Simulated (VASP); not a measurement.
# CdS in VASP: notebook

CdS is run at these levels: PBE, PBEsol, b88 exchange, pbe correlation; tasks: single point, relaxation of cell and atoms.

Program: VASP 6.6.1. These are calculated values, not measurements. Logs are shortened: lines on timing, memory, paths and dates and some standing lists are left out, and cuts for length are marked.

## (1) The cell of the first run

The typed cell holds 4 atoms: a = 4.150 Å, b = 4.150 Å, c = 6.737 Å, α = 90.00°, β = 90.00°, γ = 120.00°.

## (2) Single point, PBE (atoms moved at random)

Contents of INCAR:

```
PREC = Accurate
ENCUT = 450
EDIFF = 1E-7
ISMEAR = 0
SIGMA = 0.02
LREAL = F
LASPH = T
ALGO = Normal
NELM = 100
ISIF = 2
LWAVE = F
LCHARG = F
```

Contents of KPOINTS:

```
k-points
0
Gamma
  6 6 4
```

Contents of POSCAR:

```
CdS
1.0
    4.1500000000      0.0000000000      0.0000000000
   -2.0750000000      3.5940054257      0.0000000000
    0.0000000000      0.0000000000      6.7370000000
Cd S
2 2
Direct
    0.6663680000      0.3293650000      0.4992170000
    0.3415250000      0.6760710000      0.0033430000
    0.6657060000      0.3337280000      0.8755720000
    0.3359520000      0.6688020000      0.3759430000
```

Potentials or basis: VASP PAW PBE potentials, release 64 (Cd, S).

The run is started by

```
cat potpaw_PBE.64/Cd/POTCAR potpaw_PBE.64/S/POTCAR > POTCAR
mpirun -np 1 vasp_std > vasp.out
```

OUTCAR:

```text
PREC = Accurate
   ENCUT = 450
   EDIFF = 1E-7
   ISMEAR = 0
   LREAL = F
   LASPH = T
   NELM = 100
   ISIF = 2

 Found     76 irreducible k-points:

 Following reciprocal coordinates:
            Coordinates               Weight
  0.000000  0.000000  0.000000      1.000000
  0.166667 -0.000000  0.000000      2.000000
  0.000000  0.166667  0.000000      2.000000
 -0.166667  0.166667  0.000000      2.000000
  0.333333  0.000000  0.000000      2.000000
  0.000000  0.333333  0.000000      2.000000
   k-points           NKPTS =     76   k-points in BZ     NKDIM =     76   number of bands    NBANDS=     22
   number of dos      NEDOS =    301   number of ions     NIONS =      4
   total plane-waves  NPLWV =  43200
   dimension x,y,z NGX =    30 NGY =   30 NGZ =   48
   dimension x,y,z NGXF=    60 NGYF=   60 NGZF=   96
   ions per type =               2   2
   NGX,Y,Z   is equivalent  to a cutoff of  12.02, 12.02, 11.84 a.u.
   NGXF,Y,Z  is equivalent  to a cutoff of  24.04, 24.04, 23.69 a.u.
 SYSTEM =  unknown system
   PREC   = accura    normal or accurate (medium, high low for compatibility)
   ISTART =      0    job   : 0-new  1-cont  2-samecut
   ICHARG =      2    charge: 1-file 2-atom 10-const
   ISPIN  =      1    spin polarized calculation?
   LNONCOLLINEAR =      F non collinear calculations
   LSORBIT =      F    spin-orbit coupling
   LASPH  =      T    aspherical Exc in radial PAW
   ENCUT  =  450.0 eV  33.07 Ry    5.75 a.u.   7.18  7.18 11.65*2*pi/ulx,y,z
   NELM   =    100;   NELMIN=  2; NELMDL= -5     # of ELM steps
   EDIFF  = 0.1E-06   stopping-criterion for ELM
   LREAL  =      F    real-space projection
   EDIFFG = 0.1E-05   stopping-criterion for IOM
   NSW    =      0    number of steps for IOM
   IBRION =     -1    ionic relax: 0-MD 1-quasi-New 2-CG
   NFREE  =      0    steps in history (QN), initial steepest desc. (CG)
   ISIF   =      2    stress and relaxation
   ISYM   =      2    0-nonsym 1-usesym 2-fastsym
   POTIM  = 0.5000    time-step for ionic-motion
   TEBEG  =    0.0;   TEEND  =   0.0 temperature during run

   SCALEE = 1.0000    scale energy and forces
   PSTRESS=    0.0 pullay stress
   NELECT =      36.0000    total number of electrons
   NUPDOWN=      -1.0000    fix difference up-down
   EMIN   =  10.00;   EMAX   =-10.00  energy-range for DOS
   EFERMI =   0.00;   METHOD = LEGACY
   ISMEAR =     0;   SIGMA  =   0.02  broadening in eV -4-tet -1-fermi 0-gaus
   EFERMI_NEDOS =   21; number of points for ismear=-14 and -15
   IALGO  =     38    algorithm
   IMIX   =      4    mixing-type and parameters
     AMIX     =   0.40;   BMIX     =  1.00
     AMIX_MAG =   1.60;   BMIX_MAG =  1.00
  volume/ion in A,a.u.               =      25.12       169.52
  Fermi-wavevector in a.u.,A,eV,Ry     =   1.162727  2.197236 18.394190  1.351935
  Thomas-Fermi vector in A             =   2.299285
   LORBIT       =      0    0 simple, 1 ext, 2 COOP (PROOUT), +10 PAW based schemes
   GGA     = PE    functional components
   LHFCALC =     F    Hartree Fock is set to
   AEXX    =    0.0000 exact exchange contribution
   IVDW    =     0    specifies the selected vdW correction
   LEPSILON=     F    determine dielectric tensor
   LRPA    =     F    only Hartree local field effects (RPA)

   CSHIFT  =0.1000    complex shift for real part using Kramers Kronig

   OMEGAMAX=  -1.0    maximum frequency
 non-spin polarized calculation
 Gauss-broadening in eV      SIGMA  =   0.02
  energy-cutoff  :      450.00
  volume of cell :      100.48
 maximum number of plane-waves:      2202
 NGX is ok and might be reduce to    30
   NGX = 15   NGY = 15   NGZ = 23

 number of electron      36.0000001 magnetization

 Free energy of the ion-electron system (eV)
  ---------------------------------------------------
  ext. energy  EPLUGINS =         0.00000000
  ---------------------------------------------------
  free energy    TOTEN  =       -12.25707662 eV

  energy without entropy =      -12.25707662  energy(sigma->0) =      -12.25707662

 E-fermi :   1.3398     XC(G=0):  -9.0848

 val. band max:        1.2149098296   @ k =   0.0000   0.0000   0.0000
 cond. band min:       2.4044016378   @ k =   0.0000   0.0000   0.0000
 fundamental gap:      1.1894918082
 Fermi energy:         1.3397503039

 k-point     1 :       0.0000    0.0000    0.0000
  band No.  band energies     occupation
      1     -11.0993      2.00000
      2     -10.6595      2.00000
      3      -6.4733      2.00000
      4      -6.4695      2.00000
      5      -6.4413      2.00000
      6      -6.3596      2.00000
      7      -6.3395      2.00000
      8      -6.0549      2.00000
      9      -6.0497      2.00000
     10      -5.9587      2.00000
     11      -5.9546      2.00000
     12      -5.6253      2.00000
     13      -3.1345      2.00000
     14       0.4086      2.00000
     15       0.4826      2.00000
     16       1.1638      2.00000
     17       1.2018      2.00000
     18       1.2149      2.00000
     19       2.4044      0.00000
     20       4.0043      0.00000
     21       7.6435      0.00000
     22       7.7166      0.00000

 k-point     2 :       0.1667   -0.0000    0.0000
  band No.  band energies     occupation
      1     -11.0090      2.00000
      2     -10.6202      2.00000
      3      -6.4425      2.00000
      4      -6.4309      2.00000
      5      -6.3798      2.00000
      6      -6.3103      2.00000
      7      -6.2915      2.00000
      8      -6.0708      2.00000
      9      -6.0497      2.00000
     10      -5.9916      2.00000
     11      -5.9477      2.00000
     12      -5.5630      2.00000
     13      -2.9534      2.00000
     14      -0.4819      2.00000
     15       0.0313      2.00000
     16       0.1208      2.00000
     17       0.9669      2.00000
     18       1.0251      2.00000
     19       3.5411      0.00000
     20       4.8514      0.00000
     21       6.9456      0.00000
     22       8.0073      0.00000

 k-point     3 :       0.0000    0.1667    0.0000
  band No.  band energies     occupation
      1     -11.0072      2.00000
      2     -10.6196      2.00000
      3      -6.4370      2.00000
      4      -6.4041      2.00000
      5      -6.3981      2.00000
      6      -6.3165      2.00000
      7      -6.2888      2.00000
      8      -6.0743      2.00000
      9      -6.0489      2.00000
     10      -5.9901      2.00000
     11      -5.9502      2.00000
     12      -5.5628      2.00000
     13      -2.9536      2.00000
     14      -0.5379      2.00000
     15       0.0062      2.00000
     16       0.1617      2.00000
     17       0.9572      2.00000
     18       1.0332      2.00000
     19       3.5473      0.00000
     20       4.8601      0.00000
     21       7.0051      0.00000
     22       8.0184      0.00000

 k-point     4 :      -0.1667    0.1667    0.0000
  band No.  band energies     occupation
      1     -11.0084      2.00000
      2     -10.6199      2.00000
      3      -6.4407      2.00000
      4      -6.4271      2.00000
      5      -6.3808      2.00000
      6      -6.3104      2.00000
      7      -6.2929      2.00000
      8      -6.0711      2.00000
      9      -6.0499      2.00000
     10      -5.9916      2.00000
     11      -5.9479      2.00000
     12      -5.5630      2.00000
     13      -2.9536      2.00000
     14      -0.4969      2.00000
     15       0.0170      2.00000
     16       0.1366      2.00000
     17       0.9619      2.00000
     18       1.0283      2.00000
     19       3.5435      0.00000
     20       4.8558      0.00000
     21       6.9626      0.00000
     22       8.0172      0.00000

 k-point     5 :       0.3333    0.0000    0.0000
  band No.  band energies     occupation
      1     -10.8160      2.00000
      2     -10.5523      2.00000
      3      -6.3925      2.00000
      4      -6.3768      2.00000
      5      -6.2428      2.00000
      6      -6.2128      2.00000
      7      -6.1310      2.00000
      8      -6.0920      2.00000
      9      -6.0149      2.00000
     10      -5.9779      2.00000
     11      -5.9291      2.00000
     12      -5.4520      2.00000
     13      -2.6875      2.00000
     14      -1.7102      2.00000
     15      -1.2701      2.00000
     16      -0.4068      2.00000
     17       0.4076      2.00000
     18       0.6673      2.00000
     19       4.6130      0.00000
     20       5.1872      0.00000
     21       6.5567      0.00000
     22       7.4137      0.00000

 k-point     6 :       0.0000    0.3333    0.0000
  band No.  band energies     occupation
      1     -10.8098      2.00000
      2     -10.5513      2.00000
      3      -6.3733      2.00000
      4      -6.3437      2.00000
      5      -6.2534      2.00000
      6      -6.1875      2.00000
      7      -6.1606      2.00000
      8      -6.0918      2.00000
      9      -6.0157      2.00000
     10      -5.9863      2.00000
     11      -5.9320      2.00000
     12      -5.4504      2.00000
     13      -2.7190      2.00000
     14      -1.7364      2.00000
     15      -1.3069      2.00000
     16      -0.3895      2.00000
     17       0.3672      2.00000
     18       0.6636      2.00000
     19       4.6455      0.00000
     20       5.2398      0.00000
     21       6.5899      0.00000
     22       7.4297      0.00000

 [... further k-points ...]

------------------------ aborting loop because EDIFF is reached ----------------------------------------

  FORCE on cell =-STRESS in cart. coord.  units (eV):
  Direction    XX          YY          ZZ          XY          YZ          ZX
  --------------------------------------------------------------------------------------
  -------------------------------------------------------------------------------------
  Total        0.9810229      1.5969183      1.7721761     -0.1061436     -0.0428709     -0.0706302
  in kB       15.6421468     25.4624335     28.2568718     -1.6924307     -0.6835642     -1.1261802
  external PRESSURE =      23.1204840 kB  Pullay stress =       0.0000000 kB

 VOLUME and BASIS-vectors are now :
 -----------------------------------------------------------------------------
  energy-cutoff  :      450.00
  volume of cell :      100.48
      direct lattice vectors                 reciprocal lattice vectors
     4.150000000  0.000000000  0.000000000     0.240963855  0.139120547  0.000000000
    -2.075000000  3.594005426  0.000000000     0.000000000  0.278241094  0.000000000
     0.000000000  0.000000000  6.737000000     0.000000000  0.000000000  0.148434021

 POSITION                                       TOTAL-FORCE (eV/Angst)
 -----------------------------------------------------------------------------------
      2.08199      1.18374      3.36322        -0.003650      0.111672      0.032164
      0.01448      2.42980      0.02252        -0.083026     -0.156663     -0.200145
      2.07019      1.19942      5.89873         0.089445      0.165058      0.052298
      0.00644      2.40368      2.53273        -0.002768     -0.120067      0.115683
 -----------------------------------------------------------------------------------
    total drift:                                0.000156     -0.000348     -0.001137

  FREE ENERGIE OF THE ION-ELECTRON SYSTEM (eV)
  ---------------------------------------------------
  free  energy   TOTEN  =       -12.2570766249 eV

  energy  without entropy=      -12.2570766249  energy(sigma->0) =      -12.25707662
```

Run time: 3.2 min. Hardware: 1 thread of Intel Xeon Platinum 8488C (Sapphire Rapids), shared host; peak memory 0.26 GiB.

What came out:

```
Free energy            : -12.2571 eV
Pressure               : 2.3 GPa
Largest force          : 0.267 eV/Å
Band gap on the k mesh : 1.19 eV
```

Forces in eV/Å, atoms in the order of the input:
```
Cd  -0.004  0.112  0.032
Cd  -0.083 -0.157 -0.200
S    0.089  0.165  0.052
S   -0.003 -0.120  0.116
```

Stress tensor (GPa, compression positive):
```
 1.56 -0.17 -0.11
-0.17  2.55 -0.07
-0.11 -0.07  2.83
```

Caveat: the cell differs from its parent crystal (atoms moved at random).

## (3) Relaxation of cell and atoms, PBEsol (26.63 Å³/atom)

This run uses another cell than the first one, of 26.63 Å³/atom.

Contents of POSCAR:

```
CdS
1.0
    4.2313932131      0.0000000000      0.0000000000
   -2.1156966065      3.6644940159      0.0000000000
    0.0000000000      0.0000000000      6.8691315847
Cd S
2 2
Direct
    0.6666666667      0.3333333333      0.5000000000
    0.3333333333      0.6666666667      0.0000000000
    0.6666666667      0.3333333333      0.8750000000
    0.3333333333      0.6666666667      0.3750000000
```

Contents of INCAR.step1:

```
ALGO = Normal
EDIFF = 1E-7
EDIFFG = -0.002
EFERMI = MIDGAP
ENCUT = 720
GGA = PS
GGA_COMPAT = F
IBRION = 2
ISIF = 3
ISMEAR = 0
KPAR = 2
LASPH = T
LCHARG = F
LREAL = F
LWAVE = F
NELM = 120
NELMIN = 4
NSW = 80
POTIM = 0.5
PREC = Accurate
SIGMA = 0.03
```

Contents of INCAR.step4:

```
ALGO = Normal
EDIFF = 1E-7
EFERMI = MIDGAP
ENCUT = 720
GGA = PS
GGA_COMPAT = F
ISIF = 2
ISMEAR = 0
KPAR = 2
LASPH = T
LCHARG = F
LREAL = F
LWAVE = F
NELM = 120
PREC = Accurate
SIGMA = 0.03
```

Contents of KPOINTS:

```
Automatic mesh
0
Gamma
  8 8 4
  0 0 0
```

Potentials or basis: VASP PAW PBE potentials, release 64 (Cd, S).

The run is started by

```
cat potpaw_PBE.64/Cd/POTCAR potpaw_PBE.64/S/POTCAR > POTCAR
cp INCAR.step1 INCAR
cp POSCAR.step1 POSCAR
mpirun -np 2 vasp_std > vasp.out
cp CONTCAR POSCAR
mpirun -np 2 vasp_std > vasp.out
cp CONTCAR POSCAR
mpirun -np 2 vasp_std > vasp.out
cp CONTCAR POSCAR
cp INCAR.step4 INCAR
mpirun -np 2 vasp_std > vasp.out
```

It took 7.7 min on 2 MPI ranks of AMD EPYC 7R43 (Zen 3), shared host; peak memory 0.34 GiB.

It converged, with:

| Quantity | Value |
| --- | --- |
| Free energy | -13.6345 eV |
| Relaxed volume | 24.87 Å³/atom |
| Relaxed cell | a = 4.133 Å, b = 4.133 Å, c = 6.726 Å, α = 90.00°, β = 90.00°, γ = 120.00° |
| Space group after relaxing (to 0.1 Å) | P6_3mc (No. 186) |
| Energy gained by relaxing | 20.9 meV/atom |
| Ionic steps | 14 |
| Pressure after relaxing | 0.0 GPa |
| Band gap on the k mesh | 1.08 eV |

The path:
| step | energy change (eV) | largest force (eV/Å) | pressure (GPa) | volume (Å³) |
| --- | --- | --- | --- | --- |
| 1 | 0.0000 | 0.0554 | -3.55 | 106.51 |
| 2 | -0.0772 | 0.0141 | 1.18 | 97.66 |
| 3 | -0.0837 | 0.0266 | 0.01 | 99.47 |
| 4 | -0.0837 | 0.0274 | -0.07 | 99.61 |
| 5 | -0.0838 | 0.0059 | -0.07 | 99.61 |
| 6 | -0.0838 | 0.0053 | -0.07 | 99.61 |
| 7 | -0.0838 | 0.0042 | 0.02 | 99.46 |
| 8 | -0.0838 | 0.0044 | 0.01 | 99.48 |
| 9 | -0.0838 | 0.0044 | 0.01 | 99.48 |
| 10 | -0.0838 | 0.0044 | 0.00 | 99.49 |
| 11 | -0.0839 | 0.0045 | 0.00 | 99.49 |
| 12 | -0.0839 | 0.0010 | 0.00 | 99.50 |
| 13 | -0.0835 | 0.0009 | 0.00 | 99.50 |
| 14 | -0.0835 | 0.0009 | 0.00 | 99.50 |

Final structure:
```yaml
crystal:
  lattice:
    - [4.13315, 0.00000, 0.00000]
    - [-2.06658, 3.57942, 0.00000]
    - [0.00000, 0.00000, 6.72555]
  atoms:
    - { symbol: Cd, position: [0.66667, 0.33333, 0.49923] }
    - { symbol: Cd, position: [0.33333, 0.66667, 0.99923] }
    - { symbol: S, position: [0.66667, 0.33333, 0.87577] }
    - { symbol: S, position: [0.33333, 0.66667, 0.37577] }
```

Levels at points of the mesh, in eV from the valence-band top:
```
           k point  band 14  band 15  band 16  band 17  band 18  band 19  band 20  band 21  band 22
(0.00, 0.00, 0.00)    -0.77    -0.77    -0.05     0.00     0.00     1.08     2.67     6.38     6.38
(0.50, 0.00, 0.00)    -3.59    -2.70    -1.91    -1.33    -0.77     3.63     3.76     4.98     6.31
(0.00, 0.00, 0.50)    -2.52    -0.40    -0.40    -0.40    -0.40     2.75     2.75     6.06     6.06
(0.50, 0.00, 0.50)    -4.21    -1.37    -1.37    -1.35    -1.35     3.36     3.36     5.27     5.27
```

Caveat: the PAW data sets were made with another functional, which shifts forces and pressure a little.

## (4) Single point, b88 exchange, pbe correlation, collinear spin (25.62 Å³/atom)

This run uses another cell than the first one, of 25.62 Å³/atom.

Contents of INCAR:

```
ALGO     = Normal         # electronic algorithm
EDIFF    = 1E-6           # SCF threshold, eV
ENCUT    = 500            # plane-wave cutoff, eV
GGA      = LIBXC          # functional
GGA_COMPAT= F            
ISIF     = 2              # what is computed and relaxed
ISMEAR   = -5             # smearing method
ISPIN    = 2              # spin polarisation
LASPH    = T              # aspherical terms in the spheres
LCHARG   = T              # write CHGCAR
LELF     = T              # ELF
LIBXC1   = GGA_X_B88    
LIBXC2   = GGA_C_PBE    
LORBIT   = 11             # projections on sites
LREAL    = F              # projectors in reciprocal space
LVHAR    = T            
LWAVE    = F              # write WAVECAR
MAGMOM   = 0.5 -0.25 0 0  # initial moments
NBANDS   = 30             # bands
NELM     = 200            # most SCF steps
PREC     = Accurate       # precision mode
SIGMA    = 0.05           # smearing width, eV
```

Contents of KPOINTS:

```
k-points
0
Gamma
  7 7 4
```

Contents of POSCAR:

```
CdS
1.0
    4.1774842447      0.0000000000      0.0000000000
   -2.0887421223      3.6178074798      0.0000000000
    0.0000000000      0.0000000000      6.7816171943
Cd S
2 2
Direct
    0.6666666667      0.3333333333      0.5000000000
    0.3333333333      0.6666666667      0.0000000000
    0.6666666667      0.3333333333      0.8750000000
    0.3333333333      0.6666666667      0.3750000000
```

The run is started by

```
cat potpaw_PBE.64/Cd/POTCAR potpaw_PBE.64/S/POTCAR > POTCAR
mpirun -np 1 vasp_std > vasp.out
```

It took 3.5 min on 1 thread of Intel Xeon Platinum 8488C (Sapphire Rapids), shared host; peak memory 0.3 GiB.

It converged, with:

| Quantity | Value |
| --- | --- |
| Free energy | -11.7534 eV |
| Pressure | 1.1 GPa |
| Largest force | 0.065 eV/Å |
| Band gap on the k mesh | 1.16 eV |
| Net moment | 0.00 μB per cell |
| Valence electrons inside the program's atomic spheres | Cd 10.29; S 3.72 |

Forces on the atoms (eV/Å):
```
Cd   0.000  0.000 -0.065
Cd   0.000  0.000 -0.065
S    0.000  0.000  0.065
S    0.000  0.000  0.065
```

Stress tensor (GPa, compression positive):
```
0.94 0.00 0.00
0.00 0.94 0.00
0.00 0.00 1.52
```

Levels at points of the mesh, in eV from the valence-band top:
Spin up:
```tsv
k point	band 14	band 15	band 16	band 17	band 18	band 19	band 20	band 21	band 22	band 23
(0.00, 0.00, 0.00)	-0.73	-0.73	-0.04	0.00	0.00	1.16	2.77	6.48	6.48	6.81
(0.00, 0.00, 0.50)	-2.41	-0.38	-0.38	-0.38	-0.38	2.80	2.80	6.19	6.19	6.83
```
Spin down:
| k point | band 15 | band 16 | band 17 | band 18 | band 19 | band 20 | band 21 | band 22 |
| --- | --- | --- | --- | --- | --- | --- | --- | --- |
| (0.00, 0.00, 0.00) | -0.73 | -0.04 | 0.00 | 0.00 | 1.16 | 2.77 | 6.48 | 6.48 |
| (0.00, 0.00, 0.50) | -0.38 | -0.38 | -0.38 | -0.38 | 2.80 | 2.80 | 6.19 | 6.19 |

Caveat: the PAW data sets were made with another functional, which shifts forces and pressure a little.

(Part 1 of 2 ends here.)
